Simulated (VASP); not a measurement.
# AlGa3Sb4 in VASP: further runs, part 2 of 2

VASP 6.6.1.

## 3. Single point, PBE

Input file INCAR:

```
SYSTEM = AlGa3Sb4
  PREC = Accurate
  ENCUT = 500
  EDIFF = 1E-6
  ISMEAR = 0
  SIGMA = 0.1
  LREAL = .False.
  LASPH = .True.
  NELM = 120
  ALGO = Normal
  ISIF = 2
  LWAVE = .False.
  LCHARG = .True.
  GGA = PE
  LELF = .True.
  LVHAR = .True.
  NBANDS = 41
  GGA_COMPAT = .False.
```

Input file KPOINTS:

```
Automatic mesh
0
Gamma
  8 8 4
  0 0 0
```

Input file POSCAR:

```
AlGa3Sb4
1.0
    4.3982797000      0.0000000000      0.0000000000
    0.0000000000      4.3982797000      0.0000000000
    0.0000000000      0.0000000000     12.4213562000
Al Ga Sb
1 3 4
Direct
    0.0000000000      0.0000000000      0.5000000000
    0.0000000000      0.0000000000      0.0000000000
    0.5000000000      0.5000000000      0.2495650000
    0.5000000000      0.5000000000      0.7504350000
    0.5000000000      0.0000000000      0.1248070000
    0.0000000000      0.5000000000      0.3747940000
    0.5000000000      0.0000000000      0.6252060000
    0.0000000000      0.5000000000      0.8751930000
```

Potentials or basis: VASP PAW PBE potentials, release 64 (Al, Ga_d, Sb).

On the command line:

```
$ cat potpaw_PBE.64/Al/POTCAR potpaw_PBE.64/Ga_d/POTCAR potpaw_PBE.64/Sb/POTCAR > POTCAR
$ mpirun -np 1 vasp_std > vasp.out
```

OUTCAR:

```text
SYSTEM = AlGa3Sb4
   PREC = Accurate
   ENCUT = 500
   EDIFF = 1E-6
   ISMEAR = 0
   LREAL = .False.
   LASPH = .True.
   NELM = 120
   ISIF = 2
   GGA = PE

 ion  position               nearest neighbor table
   1  0.000  0.000  0.500-   6 2.69   7 2.69   6 2.69   7 2.69
   2  0.000  0.000  0.000-   5 2.69   8 2.69   8 2.69   5 2.69
   3  0.500  0.500  0.250-   5 2.69   5 2.69   6 2.69   6 2.69
   4  0.500  0.500  0.750-   8 2.69   8 2.69   7 2.69   7 2.69
   5  0.500  0.000  0.125-   3 2.69   3 2.69   2 2.69   2 2.69
   6  0.000  0.500  0.375-   1 2.69   1 2.69   3 2.69   3 2.69
   7  0.500  0.000  0.625-   1 2.69   1 2.69   4 2.69   4 2.69
   8  0.000  0.500  0.875-   4 2.69   4 2.69   2 2.69   2 2.69

  LATTYP: Found a simple tetragonal cell.
 ALAT       =     4.3982797000
 C/A-ratio  =     2.8241396744

  Lattice vectors:

 A1 = (   4.3982797000,   0.0000000000,   0.0000000000)
 A2 = (   0.0000000000,   4.3982797000,   0.0000000000)
 A3 = (   0.0000000000,   0.0000000000,  12.4213562000)

Analysis of symmetry for initial positions (statically):
=====================================================================
 Subroutine PRICEL returns:
 Original cell was already a primitive cell.

 Routine SETGRP: Setting up the symmetry group for a
 simple tetragonal supercell.

 Subroutine GETGRP returns: Found  8 space group operations
 (whereof  8 operations were pure point group operations)
 out of a pool of 16 trial point group operations.

The static configuration has the point symmetry D_2d.

Analysis of symmetry for dynamics (positions and initial velocities):
=====================================================================
 Subroutine PRICEL returns:
 Original cell was already a primitive cell.

 Routine SETGRP: Setting up the symmetry group for a
 simple tetragonal supercell.

 Subroutine GETGRP returns: Found  8 space group operations
 (whereof  8 operations were pure point group operations)
 out of a pool of 16 trial point group operations.

[... 131 lines left out ...]
     AMIX     =   0.40;   BMIX     =  1.00
     AMIX_MAG =   1.60;   BMIX_MAG =  1.00
  volume/ion in A,a.u.               =      30.04       202.69
  Fermi-wavevector in a.u.,A,eV,Ry     =   1.042223  1.969515 14.779029  1.086228
  Thomas-Fermi vector in A             =   2.176878
   LORBIT       =      0    0 simple, 1 ext, 2 COOP (PROOUT), +10 PAW based schemes
   GGA     = PE    functional components
   LHFCALC =     F    Hartree Fock is set to
   AEXX    =    0.0000 exact exchange contribution
   IVDW    =     0    specifies the selected vdW correction
   LEPSILON=     F    determine dielectric tensor
   LRPA    =     F    only Hartree local field effects (RPA)
 non-spin polarized calculation
 Gauss-broadening in eV      SIGMA  =   0.10
  energy-cutoff  :      500.00
  volume of cell :      240.29
 maximum number of plane-waves:      6164
   NGX = 17   NGY = 17   NGZ = 45

 number of electron      61.9999998 magnetization

 Free energy of the ion-electron system (eV)
  ---------------------------------------------------
  ext. energy  EPLUGINS =         0.00000000
  ---------------------------------------------------
  free energy    TOTEN  =       -30.31226437 eV

  energy without entropy =      -30.31149914  energy(sigma->0) =      -30.31188176

 E-fermi :   4.4727     XC(G=0):  -8.7849

 val. band max:        4.4579248053   @ k =   0.0000   0.0000   0.0000
 cond. band min:       4.7414542468   @ k =   0.5000   0.0000   0.0000
 fundamental gap:      0.2835294415
 Fermi energy:         4.4727388263

 k-point     1 :       0.0000    0.0000    0.0000
  band No.  band energies     occupation
      1     -10.5045      2.00000
      2     -10.4964      2.00000
      3     -10.4755      2.00000
      4     -10.4708      2.00000
      5     -10.4708      2.00000
      6     -10.4674      2.00000
[... 1045 lines left out ...]
     40       8.6613      0.00000
     41       8.7562      0.00000

 [... further k-points ...]
[... 5 lines left out ...]
  --------------------------------------------------------------------------------------
  -------------------------------------------------------------------------------------
  Total        0.1367968      0.1367968      0.1368646      0.0000000      0.0000000      0.0000000
  in kB        0.9121197      0.9121197      0.9125717      0.0000000      0.0000000      0.0000000
  external PRESSURE =       0.9122704 kB  Pullay stress =       0.0000000 kB

 VOLUME and BASIS-vectors are now :
 -----------------------------------------------------------------------------
  energy-cutoff  :      500.00
  volume of cell :      240.29
      direct lattice vectors                 reciprocal lattice vectors
     4.398279700  0.000000000  0.000000000     0.227361620  0.000000000  0.000000000
     0.000000000  4.398279700  0.000000000     0.000000000  0.227361620  0.000000000
     0.000000000  0.000000000 12.421356200     0.000000000  0.000000000  0.080506507

 POSITION                                       TOTAL-FORCE (eV/Angst)
 -----------------------------------------------------------------------------------
      0.00000      0.00000      6.21068        -0.000000     -0.000000      0.000000
      0.00000      0.00000      0.00000        -0.000000     -0.000000      0.000000
      2.19914      2.19914      3.09994         0.000000      0.000000     -0.001837
      2.19914      2.19914      9.32142        -0.000000     -0.000000      0.001837
      2.19914      0.00000      1.55027        -0.000000     -0.000000      0.000088
      0.00000      2.19914      4.65545        -0.000000     -0.000000     -0.010235
      2.19914      0.00000      7.76591        -0.000000     -0.000000      0.010235
      0.00000      2.19914     10.87108        -0.000000     -0.000000     -0.000088
 -----------------------------------------------------------------------------------
    total drift:                                0.000000     -0.000000      0.000000

  FREE ENERGIE OF THE ION-ELECTRON SYSTEM (eV)
  ---------------------------------------------------
  free  energy   TOTEN  =       -30.3122643741 eV

  energy  without entropy=      -30.3114991436  energy(sigma->0) =      -30.31188176
```

OSZICAR:

```text
N       E                     dE             d eps       ncg     rms          rms(c)
DAV:   1     0.444893198195E+03    0.44489E+03   -0.25832E+04  3892   0.167E+03
DAV:   2     0.306974785018E+02   -0.41420E+03   -0.39643E+03  4058   0.434E+02
DAV:   3    -0.275357757601E+02   -0.58233E+02   -0.56145E+02  4360   0.132E+02
DAV:   4    -0.304367508728E+02   -0.29010E+01   -0.28722E+01  4372   0.306E+01
DAV:   5    -0.305308681164E+02   -0.94117E-01   -0.93990E-01  5250   0.536E+00    0.625E+00
DAV:   6    -0.303545176755E+02    0.17635E+00   -0.31316E-01  5248   0.522E+00    0.369E+00
DAV:   7    -0.303071459900E+02    0.47372E-01   -0.23456E-01  4342   0.227E+00    0.571E-01
DAV:   8    -0.303100029686E+02   -0.28570E-02   -0.27547E-02  4429   0.153E+00    0.237E-01
DAV:   9    -0.303118768291E+02   -0.18739E-02   -0.60516E-03  4554   0.439E-01    0.588E-02
DAV:  10    -0.303120567495E+02   -0.17992E-03   -0.38917E-04  4862   0.219E-01    0.354E-02
DAV:  11    -0.303121921208E+02   -0.13537E-03   -0.14789E-04  4568   0.794E-02    0.167E-02
DAV:  12    -0.303122609318E+02   -0.68811E-04   -0.94557E-05  4238   0.761E-02    0.405E-03
DAV:  13    -0.303122629183E+02   -0.19865E-05   -0.52062E-06  4767   0.294E-02    0.180E-03
DAV:  14    -0.303122640800E+02   -0.11617E-05   -0.17570E-06  3392   0.818E-03    0.731E-04
DAV:  15    -0.303122643741E+02   -0.29414E-06   -0.31964E-07  2502   0.593E-03
   1 F= -.30312264E+02 E0= -.30311882E+02  d E =-.765231E-03
```

Wall time 5.2 min (1 thread of AMD EPYC 7R43 (Zen 3), shared host); peak memory 0.5 GiB.

Results:

```
Free energy   : -30.3123 eV
Pressure      : 0.1 GPa
Largest force : 0.010 eV/Å
```

Forces in eV/Å, atoms in the order of the input:
```
Al   0.000  0.000  0.000
Ga   0.000  0.000  0.000
Ga   0.000  0.000 -0.002
Ga   0.000  0.000  0.002
Sb   0.000  0.000  0.000
Sb   0.000  0.000 -0.010
Sb   0.000  0.000  0.010
Sb   0.000  0.000  0.000
```

Levels at points of the mesh, in eV from the Fermi level:
| k point | band 27 | band 28 | band 29 | band 30 | band 31 | band 32 | band 33 | band 34 | band 35 | band 36 |
| --- | --- | --- | --- | --- | --- | --- | --- | --- | --- | --- |
| (0.00, 0.00, 0.00) | -1.54 | -1.54 | -0.08 | -0.07 | -0.07 | -0.01 | 0.99 | 1.15 | 1.32 | 1.50 |
| (0.50, 0.00, 0.00) | -1.16 | -1.11 | -1.10 | -1.08 | -1.08 | 0.27 | 0.63 | 1.92 | 2.10 | 3.60 |
| (0.50, 0.50, 0.00) | -2.91 | -2.41 | -2.40 | -2.40 | -2.39 | 0.83 | 1.17 | 1.25 | 1.25 | 3.52 |
| (0.00, 0.00, 0.50) | -1.80 | -0.73 | -0.73 | -0.62 | -0.62 | 0.86 | 1.01 | 1.43 | 1.76 | 1.80 |
| (0.50, 0.00, 0.50) | -2.04 | -1.20 | -1.13 | -1.11 | -1.11 | 1.29 | 1.34 | 1.36 | 1.83 | 3.50 |
| (0.50, 0.50, 0.50) | -2.78 | -2.69 | -2.69 | -2.68 | -2.68 | 1.73 | 1.93 | 1.94 | 2.05 | 2.05 |

Caveat: spin-orbit coupling is left out, which moves the levels of the heavy elements.
